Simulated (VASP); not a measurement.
# C (I4_1/amd) in VASP: further runs, part 2 of 2

VASP 6.6.1.

**3. Single point, PBE**

This run uses another cell than the first one, of 9.88 Å³/atom.

Contents of INCAR:

```
ALGO = Normal
EDIFF = 1E-6
ENCUT = 600
GGA = PE
GGA_COMPAT = False
ISIF = 2
ISMEAR = 0
LASPH = True
LCHARG = True
LELF = True
LREAL = False
LVHAR = True
LWAVE = False
NBANDS = 26
NELM = 120
PREC = Accurate
SIGMA = 0.1
```

Contents of KPOINTS:

```
k-points
0
Gamma
  6 6 6
```

Contents of POSCAR:

```
C
1.0
   -3.0954292900      3.0954292900      2.0620170100
    3.0954292900     -3.0954292900      2.0620170100
    3.0954292900      3.0954292900     -2.0620170100
C
8
Direct
    0.8332684200      0.0000000600      0.8332683600
    0.1667317000      0.0000000600      0.1667316400
    0.7500000600      0.4167317000      0.6667316400
    0.7500000600      0.0832684200      0.3332683600
    0.5832683000      0.2499999400      0.3332683600
    0.9167315800      0.2499999400      0.6667316400
    0.9999999400      0.8332683000      0.8332683600
    0.9999999400      0.1667315800      0.1667316400
```

Potentials or basis: VASP PAW PBE potentials, release 64 (C).

On the command line:

```console
cat potpaw_PBE.64/C/POTCAR > POTCAR
mpirun -np 1 vasp_std > vasp.out
```

Run time: 42 s. Hardware: 1 thread of AMD EPYC 9R45 (Zen 5), shared host; peak memory 0.21 GiB.

It converged, with:

```yaml
Free_energy: -64.1294 eV
Pressure: 4.9 GPa
Largest_force: 5.805 eV/Å
Band_gap_on_the_k_mesh: zero (filled and empty bands touch)
```

Forces in eV/Å, atoms in the order of the input:
```
C    0.000 -1.529  5.600
C    0.000  1.529  5.600
C    1.529  0.000  5.600
C   -1.529  0.000  5.600
C    0.000 -1.529 -5.600
C    0.000  1.529 -5.600
C   -1.529  0.000 -5.600
C    1.529  0.000 -5.600
```

Stress tensor (GPa, compression positive):
```
 19.27   0.00   0.00
  0.00  19.27   0.00
  0.00   0.00 -23.80
```

Levels at points of the mesh, in eV from the Fermi level:
| k point | band 12 | band 13 | band 14 | band 15 | band 16 | band 17 | band 18 | band 19 | band 20 | band 21 |
| --- | --- | --- | --- | --- | --- | --- | --- | --- | --- | --- |
| (0.00, 0.00, 0.00) | -2.60 | -2.41 | -1.94 | -1.44 | -1.44 | -0.10 | 1.75 | 1.75 | 1.84 | 8.52 |
| (0.50, 0.00, 0.00) | -4.67 | -3.67 | -2.46 | -2.20 | -0.10 | 1.08 | 2.78 | 3.80 | 4.70 | 7.95 |
| (0.50, 0.50, 0.00) | -4.23 | -3.92 | -3.92 | -0.68 | -0.68 | 1.55 | 1.55 | 2.41 | 2.41 | 8.77 |
| (0.50, 0.50, 0.50) | -4.40 | -4.25 | -4.25 | -1.18 | -1.18 | 2.44 | 2.44 | 2.79 | 2.79 | 7.00 |

Caveat: the stress differs along the axes, from -24 to 19 GPa; this functional lacks dispersion, which binds layers or chains, so the pressure and a relaxed spacing across them are unreliable; forces of over 1 eV/Å act on the atoms, so gaps and moduli don't describe the material at rest.

**4. Relaxation of cell and atoms, PBE**

This run uses another cell than the first one, of 9.88 Å³/atom.

Contents of INCAR:

```
ALGO = Normal
EDIFF = 1E-7
EDIFFG = -0.04
ENCUT = 600
GGA = PE
GGA_COMPAT = F
IBRION = 2
ISIF = 3
ISMEAR = 0
LASPH = T
LCHARG = F
LREAL = F
LWAVE = F
NELM = 120
NELMIN = 4
NSW = 90
PREC = Accurate
SIGMA = 0.1
```

KPOINTS is that of step 3.

POSCAR is that of step 3.

On the command line:

```console
cat potpaw_PBE.64/C/POTCAR > POTCAR
mpirun -np 1 vasp_std > vasp.out
```

Run time: 6 min. Hardware: 1 thread of AMD EPYC 9R45 (Zen 5), shared host; peak memory 0.22 GiB.

Results (log left out):

```
Free energy                           : -68.3641 eV
Relaxed volume                        : 9.15 Å³/atom
Relaxed cell                          : a = 4.955 Å, b = 4.955 Å, c = 4.955 Å, α = 96.66°, β = 96.66°, γ = 140.19°
Space group after relaxing (to 0.1 Å) : I4_1/amd (No. 141)
Pressure after relaxing               : 0.1 GPa
Largest force after relaxing          : 0.028 eV/Å
```

Forces on the atoms (eV/Å):
```
C    0.000 -0.024  0.014
C    0.000  0.024  0.014
C    0.024  0.000  0.014
C   -0.024  0.000  0.014
C    0.000 -0.024 -0.014
C    0.000  0.024 -0.014
C   -0.024  0.000 -0.014
C    0.024  0.000 -0.014
```

Stress tensor (GPa, compression positive):
```
0.05 0.00 0.00
0.00 0.05 0.00
0.00 0.00 0.20
```

Final structure:
```
C
1.0
    -3.29422    3.29422    1.68679
     3.29422   -3.29422    1.68679
     3.29422    3.29422   -1.68679
C
8
Cartesian
  0.0000 5.5564 0.1305
  0.0000 1.0320 0.1305
  1.0320 3.2942 0.9739
  -1.0320 3.2942 0.9739
  0.0000 2.2622 0.7129
  0.0000 4.3263 0.7129
  2.2622 3.2942 1.5563
  -2.2622 3.2942 1.5563
```

Caveat: this functional lacks dispersion, which binds layers or chains, so the pressure and a relaxed spacing across them are unreliable.

**5. Single point, PBE, collinear spin**

This run uses another cell than the first one, of 9.88 Å³/atom.

Contents of INCAR:

```
SYSTEM = C
PREC = Accurate ; ENCUT = 600
EDIFF = 1E-6 ; ISMEAR = 0
SIGMA = 0.1 ; LREAL = .False.
LASPH = .True. ; NELM = 200
ALGO = Normal ; ISIF = 2
LWAVE = .False. ; LCHARG = .False.
ISPIN = 2 ; MAGMOM = 1 1 1 1 1 1 1 1
LORBIT = 11 ; GGA = PE
NBANDS = 30 ; GGA_COMPAT = .False.
```

Contents of KPOINTS:

```
Automatic mesh
0
Gamma
  6 6 6
  0 0 0
```

POSCAR is that of step 4.

On the command line:

```console
cat potpaw_PBE.64/C/POTCAR > POTCAR
mpirun -np 1 vasp_std > vasp.out
```

Wall time 90 s (1 thread of AMD EPYC 9R45 (Zen 5), shared host); peak memory 0.3 GiB.

The run converged. Its results:

```yaml
Free_energy: -64.1294 eV
Pressure: 4.9 GPa
Largest_force: 5.805 eV/Å
Band_gap_on_the_k_mesh: zero (filled and empty bands touch)
Net_moment: 0.00 μB per cell
Valence_electrons_inside_the_program's_atomic_spheres: C 2.55
```

Forces in eV/Å, atoms in the order of the input:
```
C    0.000 -1.529  5.600
C    0.000  1.529  5.600
C    1.529  0.000  5.600
C   -1.529  0.000  5.600
C    0.000 -1.529 -5.600
C    0.000  1.529 -5.600
C   -1.529  0.000 -5.600
C    1.529  0.000 -5.600
```

Stress tensor (GPa, compression positive):
```
 19.27   0.00   0.00
  0.00  19.27   0.00
  0.00   0.00 -23.80
```

Levels at points of the mesh, in eV from the Fermi level:
Spin up:
```csv
k point,band 14,band 15,band 16,band 17,band 18,band 19
"(0.00, 0.00, 0.00)",-1.94,-1.44,-1.44,-0.10,1.75,1.75
"(0.50, 0.00, 0.00)",-2.46,-2.20,-0.10,1.08,2.78,3.80
"(0.50, 0.50, 0.00)",-3.92,-0.68,-0.68,1.55,1.55,2.41
"(0.50, 0.50, 0.50)",-4.25,-1.18,-1.18,2.44,2.44,2.79
```
Spin down:
```
           k point  band 12  band 13  band 14  band 15  band 16  band 17  band 18  band 19  band 20  band 21
(0.00, 0.00, 0.00)    -2.60    -2.41    -1.94    -1.44    -1.44    -0.10     1.75     1.75     1.84     8.52
(0.50, 0.00, 0.00)    -4.67    -3.67    -2.46    -2.20    -0.10     1.08     2.78     3.80     4.70     7.95
(0.50, 0.50, 0.00)    -4.23    -3.92    -3.92    -0.68    -0.68     1.55     1.55     2.41     2.41     8.77
(0.50, 0.50, 0.50)    -4.40    -4.25    -4.25    -1.18    -1.18     2.44     2.44     2.79     2.79     7.00
```

Caveat: the stress differs along the axes, from -24 to 19 GPa; this functional lacks dispersion, which binds layers or chains, so the pressure and a relaxed spacing across them are unreliable; forces of over 1 eV/Å act on the atoms, so gaps and moduli don't describe the material at rest.

**6. Single point, PBE**

Contents of INCAR:

```
ALGO = Normal
EDIFF = 1E-6
ENCUT = 600
GGA = PE
GGA_COMPAT = F
ISIF = 2
ISMEAR = 0
LASPH = T
LCHARG = T
LELF = T
LREAL = F
LVHAR = T
LWAVE = F
NBANDS = 26
NELM = 120
PREC = Accurate
SIGMA = 0.01
```

Contents of KPOINTS:

```
k-points
0
Gamma
  12 12 12
```

Contents of POSCAR:

```
C
1.0
   -3.2930726535      3.2930726535      1.6932729280
    3.2930726535     -3.2930726535      1.6932729280
    3.2930726535      3.2930726535     -1.6932729280
C
8
Direct
    0.8820702089      0.0387581691      0.8433120399
    0.1954461292      0.0387581691      0.1566879601
    0.7887581691      0.4454461292      0.6566879601
    0.7887581691      0.1320702089      0.3433120399
    0.5545538708      0.2112418309      0.3433120399
    0.8679297911      0.2112418309      0.6566879601
    0.9612418309      0.8045538708      0.8433120399
    0.9612418309      0.1179297911      0.1566879601
```

Potentials or basis: VASP PAW PBE potentials, release 64 (C).

On the command line:

```console
cat potpaw_PBE.64/C/POTCAR > POTCAR
mpirun -np 1 vasp_std > vasp.out
```

It took 2.7 min on 1 thread of AMD EPYC 9R45 (Zen 5), shared host; peak memory 0.37 GiB.

Results (log left out):

```
Free energy   : -68.3619 eV
Pressure      : -0.1 GPa
Largest force : 0.018 eV/Å
```

Forces on the atoms (eV/Å):
```
C    0.000 -0.017  0.007
C    0.000  0.017  0.007
C    0.017  0.000  0.007
C   -0.017  0.000  0.007
C    0.000 -0.017 -0.007
C    0.000  0.017 -0.007
C   -0.017  0.000 -0.007
C    0.017  0.000 -0.007
```

Stress tensor (GPa, compression positive):
```
-0.05  0.00  0.00
 0.00 -0.05  0.00
 0.00  0.00 -0.22
```

Caveat: this functional lacks dispersion, which binds layers or chains, so the pressure and a relaxed spacing across them are unreliable.

**7. Overview**

| task | spin | cell | k mesh | smearing | gap on the mesh (eV) | pressure (GPa) | largest force (eV/Å) |
| --- | --- | --- | --- | --- | --- | --- | --- |
| single point | off | a = 4.956 Å, angles 96.7, 96.7, 140.0°, 8 atoms, atomic positions A | 6 × 6 × 6 | gaussian 0.1 eV | - | -0.2 | 0.01 |
| single point | off | a = 4.839 Å, angles 100.5, 100.5, 129.6°, 8 atoms, atomic positions B | 6 × 6 × 6 | gaussian 0.1 eV | none | 4.9 | 5.80 |
| relaxation of cell and atoms | off | relaxed from a = 4.839 Å, angles 100.5, 100.5, 129.6°, 8 atoms, atomic positions B | 6 × 6 × 6 | gaussian 0.1 eV | - | 0.1 | 0.03 |
| single point | collinear | a = 4.839 Å, angles 100.5, 100.5, 129.6°, 8 atoms, atomic positions B | 6 × 6 × 6 | gaussian 0.1 eV | none | 4.9 | 5.80 |
| single point | off | a = 4.955 Å, angles 96.7, 96.7, 140.0°, 8 atoms, atomic positions A | 12 × 12 × 12 | gaussian 0.01 eV | - | -0.1 | 0.02 |

Alike in all rows: level PBE; potentials or basis VASP PAW PBE potentials, release 64 (C); cutoff (eV) 600.

Caveats: this functional lacks dispersion, which binds layers or chains, so the pressure and a relaxed spacing across them are unreliable; the stress differs along the axes, from -24 to 19 GPa (at least some runs); forces of over 1 eV/Å act on the atoms, so gaps and moduli don't describe the material at rest (at least some runs).

Total energies depend on the potentials used, so only differences within one code and one set of settings carry meaning.
